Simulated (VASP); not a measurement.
BAs:

```
As B
1.0
     0.00000    2.38850    2.38850
     2.38850    0.00000    2.38850
     2.38850    2.38850    0.00000
As B
1 1
Direct
  0.75000 0.75000 0.75000
  0.00000 0.00000 0.00000
```

Base run:

* Program: VASP 6.6.1
* Functional: PBE exchange alone
* Potentials or basis: VASP PAW PBE potentials, release 64 (As, B)
* Cutoff: 520 eV
* k mesh: 10 × 10 × 10
* Occupations: fermi-dirac, width 0.05 eV
* Spin: no spin polarisation

Its results: band gap on the k mesh 1.41 eV, indirect (least direct gap 3.35 eV); pressure 18.0 GPa.

The run is repeated on the same cell with these changes: functional from PBE exchange alone to r2SCAN; dispersion from none to rVV10. What comes out?

Band gap on the k mesh 1.33 eV, indirect (least direct gap 3.44 eV); pressure 0.2 GPa.

Several settings changed at once, so the effect can't be laid on one alone.

Caveats: the PAW data sets were made with another functional, which shifts forces and pressure a little (some runs).

A k mesh can miss the band edges.
